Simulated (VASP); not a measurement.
# BaS (P4/mmm) in VASP: single point with r2SCAN

Aim: the single point of BaS with r2SCAN.

Program: VASP 6.6.1. These are calculated values, not measurements. Logs are shortened: lines on timing, memory, paths and dates and some standing lists are left out, and cuts for length are marked.

### 1 The cell of the first run

Symmetry: P4/mmm, No. 123, tetragonal system. Conventional cell: a = 3.624 Å, b = 3.624 Å, c = 3.893 Å, α = 90.00°, β = 90.00°, γ = 90.00°. Within 4.2 Å of Ba (site symmetry 4/mmm) lie 8 S at 3.22 Å and 6 Ba at 3.62 to 3.89 Å. S (site symmetry 4/mmm) has 8 Ba at 3.22 Å and 6 S at 3.62 to 3.89 Å within 4.2 Å.

### 2 Single point, r2SCAN (epitaxial xy strain -5.5%)

Input file POSCAR:

```
BaS
1.0
    3.6244350606      0.0000000000      0.0000000000
    0.0000000000      3.6244350606      0.0000000000
    0.0000000000      0.0000000000      3.8932606860
Ba S
1 1
Direct
    0.0000000000      0.0000000000      0.0000000000
    0.5000000000      0.5000000000      0.5000000000
```

Input file INCAR.step1:

```
SYSTEM = BaS
  PREC = Accurate
  ENCUT = 520
  ISMEAR = 0
  SIGMA = 0.01
  LREAL = .False.
  LASPH = .True.
  NELM = 60
  NBANDS = 15
  GGA = PE
  ALGO = Normal
  EDIFF = 1E-4
  LWAVE = .True.
  LCHARG = .False.
```

Input file INCAR.step2:

```
SYSTEM = BaS
  PREC = Accurate
  ENCUT = 520
  EDIFF = 1E-6
  ISMEAR = 0
  SIGMA = 0.01
  LREAL = .False.
  LASPH = .True.
  NELM = 60
  ALGO = Normal
  ISIF = 2
  LWAVE = .False.
  LCHARG = .False.
  METAGGA = R2SCAN
  LMIXTAU = .True.
  NBANDS = 15
  ISTART = 1
```

Input file KPOINTS:

```
regular mesh
0
Gamma
  6 6 6
  0 0 0
```

Potentials or basis: VASP PAW PBE potentials, release 64 (Ba_sv, S).

Run with:

```bash
$ cat potpaw_PBE.64/Ba_sv/POTCAR potpaw_PBE.64/S/POTCAR > POTCAR
$ cp INCAR.step1 INCAR
$ mpirun -np 1 vasp_std > vasp.out
$ cp INCAR.step2 INCAR
$ mpirun -np 1 vasp_std > vasp.out
```

OUTCAR:

```text
SYSTEM = BaS
   PREC = Accurate
   ENCUT = 520
   EDIFF = 1E-6
   ISMEAR = 0
   LREAL = .False.
   LASPH = .True.
   NELM = 60
   ISIF = 2
   METAGGA = R2SCAN
   ISTART = 1

 ion  position               nearest neighbor table
   1  0.000  0.000  0.000-   2 3.22   2 3.22   2 3.22   2 3.22   2 3.22   2 3.22   2 3.22   2 3.22

   2  0.500  0.500  0.500-   1 3.22   1 3.22   1 3.22   1 3.22   1 3.22   1 3.22   1 3.22   1 3.22

  LATTYP: Found a simple tetragonal cell.
 ALAT       =     3.6244350606
 C/A-ratio  =     1.0741703523

  Lattice vectors:

 A1 = (   3.6244350606,   0.0000000000,   0.0000000000)
 A2 = (   0.0000000000,   3.6244350606,   0.0000000000)
 A3 = (   0.0000000000,   0.0000000000,   3.8932606860)

Analysis of symmetry for initial positions (statically):
=====================================================================
 Subroutine PRICEL returns:
 Original cell was already a primitive cell.

 Routine SETGRP: Setting up the symmetry group for a
 simple tetragonal supercell.

 Subroutine GETGRP returns: Found 16 space group operations
 (whereof 16 operations were pure point group operations)
 out of a pool of 16 trial point group operations.

The static configuration has the point symmetry D_4h.

Analysis of symmetry for dynamics (positions and initial velocities):
=====================================================================
 Subroutine PRICEL returns:
 Original cell was already a primitive cell.

 Routine SETGRP: Setting up the symmetry group for a
 simple tetragonal supercell.

 Subroutine GETGRP returns: Found 16 space group operations
 (whereof 16 operations were pure point group operations)
 out of a pool of 16 trial point group operations.

The dynamic configuration has the point symmetry D_4h.

 Subroutine INISYM returns: Found 16 space group operations
 (whereof 16 operations are pure point group operations),
 and found     1 'primitive' translations

----------------------------------------------------------------------------------------

                                     Primitive cell

  volume of cell :      51.1439

  direct lattice vectors                    reciprocal lattice vectors
     3.624435061  0.000000000  0.000000000     0.275905067  0.000000000  0.000000000
     0.000000000  3.624435061  0.000000000     0.000000000  0.275905067  0.000000000
     0.000000000  0.000000000  3.893260686     0.000000000  0.000000000  0.256854108

  length of vectors
     3.624435061  3.624435061  3.893260686     0.275905067  0.275905067  0.256854108

  position of ions in fractional coordinates (direct lattice)
     0.000000000  0.000000000  0.000000000
     0.500000000  0.500000000  0.500000000

  ion indices of the primitive-cell ions
   primitive index   ion index
                 1           1
                 2           2

----------------------------------------------------------------------------------------

 KPOINTS: regular mesh

Automatic generation of k-mesh.
 Grid dimensions read from file:
 generate k-points for:    6    6    6

 Generating k-lattice:

  Cartesian coordinates                     Fractional coordinates (reciprocal lattice)
     0.045984178  0.000000000  0.000000000     0.166666667  0.000000000  0.000000000
     0.000000000  0.045984178  0.000000000     0.000000000  0.166666667  0.000000000
     0.000000000  0.000000000  0.042809018     0.000000000  0.000000000  0.166666667

  Length of vectors
     0.045984178  0.045984178  0.042809018

  Shift w.r.t. Gamma in fractional coordinates (k-lattice)
     0.000000000  0.000000000  0.000000000

 Subroutine IBZKPT returns following result:
 ===========================================

 Found     40 irreducible k-points:

 Following reciprocal coordinates:
            Coordinates               Weight
  0.000000  0.000000  0.000000      1.000000
  0.166667  0.000000  0.000000      4.000000
  0.333333  0.000000  0.000000      4.000000
  0.500000  0.000000  0.000000      2.000000
  0.166667  0.166667  0.000000      4.000000
  0.333333  0.166667  0.000000      8.000000
[... 16 lines left out ...]
  0.333333  0.000000  0.333333      8.000000
  0.500000  0.000000  0.333333      4.000000
 [... further k-points ...]
   k-points           NKPTS =     40   k-points in BZ     NKDIM =     40   number of bands    NBANDS=     15
   number of dos      NEDOS =    301   number of ions     NIONS =      2
   total plane-waves  NPLWV =  23520
   dimension x,y,z NGX =    28 NGY =   28 NGZ =   30
   dimension x,y,z NGXF=    56 NGYF=   56 NGZF=   60
   ions per type =               1   1
   NGX,Y,Z   is equivalent  to a cutoff of  12.84, 12.84, 12.81 a.u.
   NGXF,Y,Z  is equivalent  to a cutoff of  25.69, 25.69, 25.62 a.u.
 SYSTEM =  BaS
   PREC   = accura    normal or accurate (medium, high low for compatibility)
   ISTART =      1    job   : 0-new  1-cont  2-samecut
   ICHARG =      0    charge: 1-file 2-atom 10-const
   ISPIN  =      1    spin polarized calculation?
   LNONCOLLINEAR =      F non collinear calculations
   LSORBIT =      F    spin-orbit coupling
   LASPH  =      T    aspherical Exc in radial PAW
   ENCUT  =  520.0 eV  38.22 Ry    6.18 a.u.   6.74  6.74  7.24*2*pi/ulx,y,z
   NELM   =     60;   NELMIN=  2; NELMDL=  0     # of ELM steps
   EDIFF  = 0.1E-05   stopping-criterion for ELM
   LREAL  =      F    real-space projection
   EDIFFG = 0.1E-04   stopping-criterion for IOM
   NSW    =      0    number of steps for IOM
   IBRION =     -1    ionic relax: 0-MD 1-quasi-New 2-CG
   NFREE  =      0    steps in history (QN), initial steepest desc. (CG)
   ISIF   =      2    stress and relaxation
   ISYM   =      2    0-nonsym 1-usesym 2-fastsym
   POTIM  = 0.5000    time-step for ionic-motion
   TEBEG  =    0.0;   TEEND  =   0.0 temperature during run
   PSTRESS=    0.0 pullay stress
   NELECT =      16.0000    total number of electrons
   NUPDOWN=      -1.0000    fix difference up-down
   EMIN   =  10.00;   EMAX   =-10.00  energy-range for DOS
   EFERMI =   0.00;   METHOD = LEGACY
   ISMEAR =     0;   SIGMA  =   0.01  broadening in eV -4-tet -1-fermi 0-gaus
   EFERMI_NEDOS =   21; number of points for ismear=-14 and -15
   IALGO  =     38    algorithm
   IMIX   =      4    mixing-type and parameters
     AMIX     =   0.40;   BMIX     =  1.00
     AMIX_MAG =   1.60;   BMIX_MAG =  1.00
  volume/ion in A,a.u.               =      25.57       172.57
  Fermi-wavevector in a.u.,A,eV,Ry     =   1.111348  2.100143 16.804483  1.235095
  Thomas-Fermi vector in A             =   2.247910
   LORBIT       =      0    0 simple, 1 ext, 2 COOP (PROOUT), +10 PAW based schemes
   METAGGA = R2SCAN    functional components
   LHFCALC =     F    Hartree Fock is set to
   AEXX    =    0.0000 exact exchange contribution
   IVDW    =     0    specifies the selected vdW correction
   LEPSILON=     F    determine dielectric tensor
   LRPA    =     F    only Hartree local field effects (RPA)
 non-spin polarized calculation
 Gauss-broadening in eV      SIGMA  =   0.01
  energy-cutoff  :      520.00
  volume of cell :       51.14
 maximum number of plane-waves:      1400
 NGX is ok and might be reduce to    28
   NGX = 13   NGY = 13   NGZ = 15

 number of electron      16.0000002 magnetization

 Free energy of the ion-electron system (eV)
  ---------------------------------------------------
  ext. energy  EPLUGINS =         0.00000000
  ---------------------------------------------------
  free energy    TOTEN  =       -38.60684327 eV

  energy without entropy =      -38.60684327  energy(sigma->0) =      -38.60684327

 E-fermi :   3.8002     XC(G=0): -10.3403

 val. band max:        3.7400902955   @ k =   0.5000   0.0000   0.5000
 cond. band min:       5.0673081207   @ k =   0.0000   0.0000   0.0000
 fundamental gap:      1.3272178251
 Fermi energy:         3.8002238895

 k-point     1 :       0.0000    0.0000    0.0000
  band No.  band energies     occupation
      1     -24.3325      2.00000
      2      -8.7435      2.00000
      3      -8.5200      2.00000
      4      -8.5200      2.00000
      5      -8.2480      2.00000
      6       3.1436      2.00000
      7       3.6790      2.00000
      8       3.6790      2.00000
      9       5.0673      0.00000
     10       5.1585      0.00000
     11       9.1171      0.00000
     12      10.7270      0.00000
     13      10.7270      0.00000
     14      11.4417      0.00000
     15      14.8867      0.00000

 k-point     2 :       0.1667    0.0000    0.0000
  band No.  band energies     occupation
      1     -24.2897      2.00000
      2      -9.4347      2.00000
      3      -8.6874      2.00000
      4      -8.4728      2.00000
      5      -7.5060      2.00000
      6       2.5204      2.00000
      7       2.8961      2.00000
      8       3.5234      2.00000
      9       5.3408      0.00000
     10       6.4347      0.00000
     11      10.1015      0.00000
     12      10.7318      0.00000
     13      10.9450      0.00000
     14      11.2388      0.00000
     15      13.7531      0.00000

 k-point     3 :       0.3333    0.0000    0.0000
  band No.  band energies     occupation
      1     -24.2020      2.00000
      2     -10.3358      2.00000
      3      -8.5708      2.00000
      4      -8.3755      2.00000
      5      -6.8577      2.00000
      6       0.9992      2.00000
      7       2.4048      2.00000
      8       3.1926      2.00000
      9       5.9796      0.00000
     10       9.1255      0.00000
     11      11.0779      0.00000
     12      11.1799      0.00000
     13      11.4456      0.00000
     14      11.4852      0.00000
     15      11.7128      0.00000
[... 343 lines left out ...]
 k-point    23 :       0.3333    0.0000    0.3333
  band No.  band energies     occupation
      1     -24.1436      2.00000
      2      -9.9428      2.00000
      3      -9.4055      2.00000
      4      -8.3074      2.00000
      5      -7.1499      2.00000
      6       1.4639      2.00000
      7       2.3016      2.00000
      8       3.4098      2.00000
      9       6.6484      0.00000
     10       8.7718      0.00000
     11       9.0968      0.00000
     12      10.3739      0.00000
     13      10.3898      0.00000
     14      12.8365      0.00000
     15      14.4242      0.00000

 k-point    24 :       0.5000    0.0000    0.3333
  band No.  band energies     occupation
      1     -24.1010      2.00000
      2     -10.1622      2.00000
      3      -9.2132      2.00000
      4      -8.2647      2.00000
      5      -7.4544      2.00000
      6       1.5805      2.00000
      7       2.1911      2.00000
      8       3.5226      2.00000
      9       6.4991      0.00000
     10       8.5018      0.00000
     11       9.0433      0.00000
     12       9.3919      0.00000
     13      11.3746      0.00000
     14      13.7566      0.00000
     15      14.7316      0.00000

 [... further k-points ...]

------------------------ aborting loop because EDIFF is reached ----------------------------------------

  FORCE on cell =-STRESS in cart. coord.  units (eV):
  Direction    XX          YY          ZZ          XY          YZ          ZX
  --------------------------------------------------------------------------------------
  -------------------------------------------------------------------------------------
  Total        3.2800780      3.2800780      0.4265473      0.0000000     -0.0000000      0.0000000
  in kB      102.7544456    102.7544456     13.3623746      0.0000000     -0.0000000      0.0000000
  external PRESSURE =      72.9570886 kB  Pullay stress =       0.0000000 kB

 VOLUME and BASIS-vectors are now :
 -----------------------------------------------------------------------------
  energy-cutoff  :      520.00
  volume of cell :       51.14
      direct lattice vectors                 reciprocal lattice vectors
     3.624435061  0.000000000  0.000000000     0.275905067  0.000000000  0.000000000
     0.000000000  3.624435061  0.000000000     0.000000000  0.275905067  0.000000000
     0.000000000  0.000000000  3.893260686     0.000000000  0.000000000  0.256854108

 POSITION                                       TOTAL-FORCE (eV/Angst)
 -----------------------------------------------------------------------------------
      0.00000      0.00000      0.00000         0.000000      0.000000      0.000000
      1.81222      1.81222      1.94663         0.000000      0.000000      0.000000
 -----------------------------------------------------------------------------------
    total drift:                               -0.000000      0.000000      0.000000

  FREE ENERGIE OF THE ION-ELECTRON SYSTEM (eV)
  ---------------------------------------------------
  free  energy   TOTEN  =       -38.6068432718 eV

  energy  without entropy=      -38.6068432718  energy(sigma->0) =      -38.60684327
```

Wall time 85 s (1 thread of Intel Xeon Platinum 8259CL at 2.50GHz (Skylake/Cascade Lake), shared host); peak memory 0.18 GiB.

What came out:

| Property | Result |
| --- | --- |
| Free energy | -38.6068 eV |
| Pressure | 7.3 GPa |
| Band gap on the k mesh | 1.33 eV, indirect (least direct gap 1.39 eV) |

Caveat: the cell differs from its parent crystal (epitaxial xy strain -5.5%); the PAW data sets were made with another functional, which shifts forces and pressure a little; spin-orbit coupling is left out, which moves the levels of the heavy elements. A k mesh can miss the band edges.
